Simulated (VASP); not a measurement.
# ReSb (Imm2) in VASP: notebook

Runs on ReSb. Level: PBEsol. Tasks: single point.

Program: VASP 6.6.1. These are calculated values, not measurements. Logs are shortened: lines on timing, memory, paths and dates and some standing lists are left out, and cuts for length are marked.

## (1) The cell of the first run

Symmetry: Imm2, No. 44, orthorhombic system. The conventional cell has a = 4.208 Å, b = 4.208 Å, c = 5.951 Å, α = 90.00°, β = 90.00°, γ = 90.00°. Re (site symmetry mm2) has 4 Sb at 2.53 to 2.62 Å within 3.3 Å. Within 3.3 Å of Sb (site symmetry mm2) lie 4 Re at 2.53 to 2.62 Å.

## (2) Single point, PBEsol (atom 2 (Sb) moved 0.08 Å along y)

INCAR

```
SYSTEM = ReSb
ALGO = Normal ; EDIFF = 1E-7
ENCUT = 520 ; GGA = PS
ISIF = 2 ; ISMEAR = 0
LASPH = .True. ; LCHARG = .False.
LREAL = .False. ; LWAVE = .False.
NBANDS = 13 ; NELM = 80
PREC = Accurate ; SIGMA = 0.05
```

KPOINTS

```
k-points
0
Gamma
  10 10 10
  0 0 0
```

POSCAR

```
ReSb
1.0
    0.0000000000      2.9753124566      2.9753124566
    2.9753124566      0.0000000000      2.9753124566
    2.9753124566      2.9753124566      0.0000000000
Re Sb
1 1
Direct
    0.0000000000      0.0000000000      0.0000000000
    0.2634439662      0.2365560338      0.2634439662
```

Potentials or basis: VASP PAW PBE potentials, release 64 (Re, Sb).

Run with:

```sh
$ cat potpaw_PBE.64/Re/POTCAR potpaw_PBE.64/Sb/POTCAR > POTCAR
$ mpirun -np 1 vasp_std > vasp.out
```

OUTCAR:

```text
SYSTEM = ReSb
   EDIFF = 1E-7
   ENCUT = 520
   GGA = PS
   ISIF = 2
   ISMEAR = 0
   LASPH = .True.
   LREAL = .False.
   NELM = 80
   PREC = Accurate

 ion  position               nearest neighbor table
   1  0.000  0.000  0.000-   2 2.53   2 2.53   2 2.62   2 2.62
   2  0.263  0.237  0.263-   1 2.53   1 2.53   1 2.62   1 2.62

  LATTYP: Found a face centered cubic cell.
 ALAT       =     5.9506249132

  Lattice vectors:

 A1 = (   0.0000000000,   2.9753124566,   2.9753124566)
 A2 = (   2.9753124566,   0.0000000000,   2.9753124566)
 A3 = (   2.9753124566,   2.9753124566,   0.0000000000)

Analysis of symmetry for initial positions (statically):
=====================================================================
 Subroutine PRICEL returns:
 Original cell was already a primitive cell.

 Routine SETGRP: Setting up the symmetry group for a
 face centered cubic supercell.

 Subroutine GETGRP returns: Found  4 space group operations
 (whereof  4 operations were pure point group operations)
 out of a pool of 48 trial point group operations.

The static configuration has the point symmetry C_2v.

Analysis of symmetry for dynamics (positions and initial velocities):
=====================================================================
 Subroutine PRICEL returns:
 Original cell was already a primitive cell.

 Routine SETGRP: Setting up the symmetry group for a
 face centered cubic supercell.

 Subroutine GETGRP returns: Found  4 space group operations
 (whereof  4 operations were pure point group operations)
 out of a pool of 48 trial point group operations.

The dynamic configuration has the point symmetry C_2v.

 Subroutine INISYM returns: Found  4 space group operations
 (whereof  4 operations are pure point group operations),
 and found     1 'primitive' translations

----------------------------------------------------------------------------------------

                                     Primitive cell

  volume of cell :      52.6778

  direct lattice vectors                    reciprocal lattice vectors
     0.000000000  2.975312457  2.975312457    -0.168049577  0.168049577  0.168049577
     2.975312457  0.000000000  2.975312457     0.168049577 -0.168049577  0.168049577
     2.975312457  2.975312457  0.000000000     0.168049577  0.168049577 -0.168049577

  length of vectors
     4.207727228  4.207727228  4.207727228     0.291070406  0.291070406  0.291070406

  position of ions in fractional coordinates (direct lattice)
     0.000000000  0.000000000  0.000000000
     0.263443966  0.236556034  0.263443966

  ion indices of the primitive-cell ions
   primitive index   ion index
                 1           1
[... 80 lines left out ...]
   ISYM   =      2    0-nonsym 1-usesym 2-fastsym
   POTIM  = 0.5000    time-step for ionic-motion
   TEBEG  =    0.0;   TEEND  =   0.0 temperature during run
   PSTRESS=    0.0 pullay stress
   NELECT =      12.0000    total number of electrons
   NUPDOWN=      -1.0000    fix difference up-down
   EMIN   =  10.00;   EMAX   =-10.00  energy-range for DOS
   EFERMI =   0.00;   METHOD = LEGACY
   ISMEAR =     0;   SIGMA  =   0.05  broadening in eV -4-tet -1-fermi 0-gaus
   EFERMI_NEDOS =   21; number of points for ismear=-14 and -15
   IALGO  =     38    algorithm
   IMIX   =      4    mixing-type and parameters
     AMIX     =   0.40;   BMIX     =  1.00
     AMIX_MAG =   1.60;   BMIX_MAG =  1.00
  volume/ion in A,a.u.               =      26.34       177.74
  Fermi-wavevector in a.u.,A,eV,Ry     =   0.999830  1.889404 13.601190  0.999659
  Thomas-Fermi vector in A             =   2.132146
   LORBIT       =      0    0 simple, 1 ext, 2 COOP (PROOUT), +10 PAW based schemes
   GGA     = PS    functional components
   LHFCALC =     F    Hartree Fock is set to
   AEXX    =    0.0000 exact exchange contribution
   IVDW    =     0    specifies the selected vdW correction
   LEPSILON=     F    determine dielectric tensor
   LRPA    =     F    only Hartree local field effects (RPA)
 non-spin polarized calculation
 Gauss-broadening in eV      SIGMA  =   0.05
  energy-cutoff  :      520.00
  volume of cell :       52.68
 maximum number of plane-waves:      1430
   NGX = 15   NGY = 15   NGZ = 15

 number of electron      12.0000001 magnetization

 Free energy of the ion-electron system (eV)
  ---------------------------------------------------
  ext. energy  EPLUGINS =         0.00000000
  ---------------------------------------------------
  free energy    TOTEN  =       -14.68836053 eV

  energy without entropy =      -14.68402546  energy(sigma->0) =      -14.68619299

 E-fermi :   4.8019     XC(G=0): -10.1925

 val. band max:        4.8014588669   @ k =   0.1000   0.4000   0.3000
 cond. band min:       4.8024304764   @ k =   0.3000   0.0000   0.4000
 fundamental gap:      0.0009716095
 Fermi energy:         4.8018785548

 k-point     1 :       0.0000    0.0000    0.0000
  band No.  band energies     occupation
      1      -5.8909      2.00000
      2       1.7934      2.00000
      3       1.8617      2.00000
      4       1.9653      2.00000
      5       4.4897      2.00000
      6       4.4981      2.00000
      7       8.6939      0.00000
      8      10.7396      0.00000
      9      11.1141      0.00000
     10      11.3011      0.00000
     11      11.8549      0.00000
     12      11.9386      0.00000
     13      12.0929      0.00000
[... 354 lines left out ...]
  band No.  band energies     occupation
      1      -4.7372      2.00000
      2       0.7063      2.00000
      3       2.1873      2.00000
      4       2.3109      2.00000
      5       4.3524      2.00000
      6       4.7106      1.99019
      7       5.3131      0.00000
      8       8.1298      0.00000
      9       8.3242      0.00000
     10      10.3131      0.00000
     11      13.2819      0.00000
     12      13.8164      0.00000
     13      13.9703      0.00000

 [... further k-points ...]
[... 5 lines left out ...]
  --------------------------------------------------------------------------------------
  -------------------------------------------------------------------------------------
  Total        0.1287083      0.1055436      0.1287083      0.0000000      0.0000000     -1.6262683
  in kB        3.9146174      3.2100730      3.9146174      0.0000000      0.0000000    -49.4623843
  external PRESSURE =       3.6797693 kB  Pullay stress =       0.0000000 kB

 VOLUME and BASIS-vectors are now :
 -----------------------------------------------------------------------------
  energy-cutoff  :      520.00
  volume of cell :       52.68
      direct lattice vectors                 reciprocal lattice vectors
     0.000000000  2.975312457  2.975312457    -0.168049577  0.168049577  0.168049577
     2.975312457  0.000000000  2.975312457     0.168049577 -0.168049577  0.168049577
     2.975312457  2.975312457  0.000000000     0.168049577  0.168049577 -0.168049577

 POSITION                                       TOTAL-FORCE (eV/Angst)
 -----------------------------------------------------------------------------------
      0.00000      0.00000      0.00000         0.000000      0.904351      0.000000
      1.48766      1.56766      1.48766         0.000000     -0.904351      0.000000
 -----------------------------------------------------------------------------------
    total drift:                                0.000000      0.000204      0.000000

  FREE ENERGIE OF THE ION-ELECTRON SYSTEM (eV)
  ---------------------------------------------------
  free  energy   TOTEN  =       -14.6883605291 eV

  energy  without entropy=      -14.6840254601  energy(sigma->0) =      -14.68619299
```

OSZICAR:

```text
N       E                     dE             d eps       ncg     rms          rms(c)
DAV:   1     0.321025337257E+02    0.32103E+02   -0.49481E+03  6944   0.862E+02
DAV:   2    -0.136638814251E+02   -0.45766E+02   -0.43162E+02  7422   0.170E+02
DAV:   3    -0.150573937550E+02   -0.13935E+01   -0.13816E+01  6209   0.338E+01
DAV:   4    -0.150671132649E+02   -0.97195E-02   -0.97009E-02  6901   0.245E+00
DAV:   5    -0.150674395982E+02   -0.32633E-03   -0.32632E-03  6212   0.490E-01    0.180E+01
DAV:   6    -0.147546772270E+02    0.31276E+00   -0.16465E+00  7515   0.238E+01    0.585E+00
DAV:   7    -0.147062223470E+02    0.48455E-01   -0.22614E-01  7469   0.832E+00    0.488E+00
DAV:   8    -0.146883156734E+02    0.17907E-01   -0.37473E-02  7489   0.323E+00    0.177E-01
DAV:   9    -0.146883288449E+02   -0.13171E-04   -0.95076E-04  7214   0.298E-01    0.115E-01
DAV:  10    -0.146883497075E+02   -0.20863E-04   -0.48901E-05  6593   0.603E-02    0.584E-02
DAV:  11    -0.146883598004E+02   -0.10093E-04   -0.95955E-06  6559   0.463E-02    0.107E-02
DAV:  12    -0.146883605129E+02   -0.71252E-06   -0.21286E-06  7309   0.162E-02    0.541E-03
DAV:  13    -0.146883605291E+02   -0.16160E-07   -0.96483E-08  3353   0.274E-03
   1 F= -.14688361E+02 E0= -.14686193E+02  d E =-.433507E-02
```

Run time: 97 s. Hardware: 1 thread of Intel Xeon Platinum 8375C at 2.90GHz (Ice Lake), shared host; peak memory 0.27 GiB.

Results:

```
Free energy            : -14.6884 eV
Pressure               : 0.4 GPa
Largest force          : 0.904 eV/Å
Band gap on the k mesh : zero (band 6 reaches 4.85 eV, above the bottom of band 7 at 4.75 eV)
```

Forces in eV/Å, atoms in the order of the input:
```
Re   0.000  0.904  0.000
Sb   0.000 -0.904  0.000
```

Stress tensor (GPa, compression positive):
```
 0.39  0.00 -4.95
 0.00  0.32  0.00
-4.95  0.00  0.39
```

Levels at points of the mesh, in eV from the Fermi level:
```
           k point  band 2  band 3  band 4  band 5  band 6  band 7  band 8  band 9  band 10  band 11
(0.00, 0.00, 0.00)   -3.01   -2.94   -2.84   -0.31   -0.30    3.89    5.94    6.31     6.50     7.05
(0.50, 0.00, 0.00)   -4.32   -2.54   -2.46   -0.21   -0.10   -0.05    3.16    3.41     4.99     8.86
(0.00, 0.50, 0.00)   -4.22   -2.70   -2.63   -0.13   -0.05    0.03    3.41    3.65     4.89     8.88
(0.50, 0.50, 0.00)   -4.75   -1.69   -1.66   -0.98   -0.18    0.08    0.99    1.00     6.62     6.80
(0.50, 0.00, 0.50)   -4.75   -1.78   -1.51   -1.00   -0.20    0.08    0.88    1.10     6.62     6.82
```

Caveat: the cell differs from its parent crystal (atom 2 (Sb) moved 0.08 Å along y); the PAW data sets were made with another functional, which shifts forces and pressure a little; spin-orbit coupling is left out, which moves the levels of the heavy elements.

## (3) Single point, PBEsol

INCAR

```
PREC     = Accurate       # precision mode
ENCUT    = 520            # plane-wave cutoff, eV
EDIFF    = 1E-7           # SCF threshold, eV
ISMEAR   = 0              # smearing method
SIGMA    = 0.05           # smearing width, eV
LREAL    = F              # projectors in reciprocal space
LASPH    = T              # aspherical terms in the spheres
NELM     = 60             # most SCF steps
ALGO     = Normal         # electronic algorithm
ISIF     = 2              # what is computed and relaxed
LWAVE    = F              # write WAVECAR
LCHARG   = F              # write CHGCAR
GGA      = PS             # functional
NBANDS   = 13             # bands
```

KPOINTS

```
regular mesh
0
Gamma
  10 10 10
```

POSCAR

```
ReSb
1.0
    0.0446296868      2.9753124566      2.9753124566
    3.0199421434      0.0000000000      3.0199421434
    2.9753124566      2.9753124566      0.0446296868
Re Sb
1 1
Direct
    0.0000000000      0.0000000000      0.0000000000
    0.2500000000      0.2500000000      0.2500000000
```

Potentials or basis: VASP PAW PBE potentials, release 64 (Re, Sb).

Run with:

```sh
$ cat potpaw_PBE.64/Re/POTCAR potpaw_PBE.64/Sb/POTCAR > POTCAR
$ mpirun -np 1 vasp_std > vasp.out
```

OUTCAR:

```text
PREC = Accurate
   ENCUT = 520
   EDIFF = 1E-7
   ISMEAR = 0
   LREAL = F
   LASPH = T
   NELM = 60
   ISIF = 2
   GGA = PS

 ion  position               nearest neighbor table
   1  0.000  0.000  0.000-   2 2.55   2 2.55   2 2.60   2 2.60
   2  0.250  0.250  0.250-   1 2.55   1 2.55   1 2.60   1 2.60

  LATTYP: Found a body centered orthorhombic cell.
 ALAT       =     4.1446113201
 B/A-ratio  =     1.0304568528
 C/A-ratio  =     1.4357498095

  Lattice vectors:

 A1 = (   0.0446296868,  -2.9753124566,   2.9753124566)
[... 562 lines left out ...]
      9       8.6465      0.00000
     10      10.9969      0.00000
     11      12.5171      0.00000
     12      13.9509      0.00000
     13      14.8224      0.00000

 [... further k-points ...]
[... 5 lines left out ...]
  --------------------------------------------------------------------------------------
  -------------------------------------------------------------------------------------
  Total        0.0551319      0.1153647      0.0551319      0.0000000      0.0000000     -0.6889360
  in kB        1.6771948      3.5095656      1.6771948      0.0000000      0.0000000    -20.9584649
  external PRESSURE =       2.2879851 kB  Pullay stress =       0.0000000 kB

 VOLUME and BASIS-vectors are now :
 -----------------------------------------------------------------------------
  energy-cutoff  :      520.00
  volume of cell :       52.67
      direct lattice vectors                 reciprocal lattice vectors
     0.044629687  2.975312457  2.975312457    -0.170608708  0.168049577  0.170608708
     3.019942143  0.000000000  3.019942143     0.165566086 -0.168049577  0.165566086
     2.975312457  2.975312457  0.044629687     0.170608708  0.168049577 -0.170608708

 POSITION                                       TOTAL-FORCE (eV/Angst)
 -----------------------------------------------------------------------------------
      0.00000      0.00000      0.00000         0.000000      0.616263      0.000000
      1.50997      1.48766      1.50997        -0.000000     -0.616263     -0.000000
 -----------------------------------------------------------------------------------
    total drift:                               -0.000000     -0.001099     -0.000000

  FREE ENERGIE OF THE ION-ELECTRON SYSTEM (eV)
  ---------------------------------------------------
  free  energy   TOTEN  =       -14.7136618659 eV

  energy  without entropy=      -14.7090781684  energy(sigma->0) =      -14.71137002
```

OSZICAR:

```text
N       E                     dE             d eps       ncg     rms          rms(c)
DAV:   1     0.321922016045E+02    0.32192E+02   -0.49588E+03  6944   0.859E+02
DAV:   2    -0.136745057561E+02   -0.45867E+02   -0.43243E+02  7424   0.170E+02
DAV:   3    -0.150786484571E+02   -0.14041E+01   -0.13937E+01  6206   0.345E+01
DAV:   4    -0.150884898262E+02   -0.98414E-02   -0.98216E-02  6810   0.243E+00
DAV:   5    -0.150888668342E+02   -0.37701E-03   -0.37699E-03  6439   0.516E-01    0.180E+01
DAV:   6    -0.147803824744E+02    0.30848E+00   -0.16321E+00  7538   0.239E+01    0.583E+00
DAV:   7    -0.147316737014E+02    0.48709E-01   -0.23193E-01  7469   0.843E+00    0.490E+00
DAV:   8    -0.147135987447E+02    0.18075E-01   -0.37316E-02  7479   0.328E+00    0.174E-01
DAV:   9    -0.147136301665E+02   -0.31422E-04   -0.89743E-04  7294   0.292E-01    0.117E-01
DAV:  10    -0.147136539395E+02   -0.23773E-04   -0.60778E-05  6496   0.632E-02    0.482E-02
DAV:  11    -0.147136609369E+02   -0.69974E-05   -0.62371E-06  7066   0.369E-02    0.122E-02
DAV:  12    -0.147136618289E+02   -0.89197E-06   -0.20730E-06  7219   0.149E-02    0.438E-03
DAV:  13    -0.147136618659E+02   -0.37003E-07   -0.77856E-08  3191   0.248E-03
   1 F= -.14713662E+02 E0= -.14711370E+02  d E =-.458370E-02
```

stdout:

```text
POSCAR found type information on POSCAR ReSb
 POSCAR found :  2 types and       2 ions
 scaLAPACK will be used
 -----------------------------------------------------------------------------
|                                                                             |
|                                                                             |
|     You enforced a specific xc type in the INCAR file but a different       |
|     I HOPE YOU KNOW WHAT YOU ARE DOING!                                     |
|                                                                             |
 -----------------------------------------------------------------------------

 LDA part: xc-table for (Slater+PW92), standard interpolation
 POSCAR, INCAR and KPOINTS ok, starting setup
 FFT: planning ... GRIDC
 FFT: planning ... GRID_SOFT
 FFT: planning ... GRID
 WAVECAR not read
 entering main loop
```

Run time: 92 s. Hardware: 1 thread of Intel Xeon Platinum 8375C at 2.90GHz (Ice Lake), shared host; peak memory 0.27 GiB.

Results:

* Free energy: -14.7137 eV
* Pressure: 0.2 GPa
* Largest force: 0.616 eV/Å
* Band gap on the k mesh: zero (band 6 reaches 4.86 eV, above the bottom of band 7 at 4.75 eV)

Forces in eV/Å, atoms in the order of the input:
```
Re   0.000  0.616  0.000
Sb   0.000 -0.616  0.000
```

Stress tensor (GPa, compression positive):
```
 0.17  0.00 -2.10
 0.00  0.35  0.00
-2.10  0.00  0.17
```

Caveat: the PAW data sets were made with another functional, which shifts forces and pressure a little; spin-orbit coupling is left out, which moves the levels of the heavy elements.
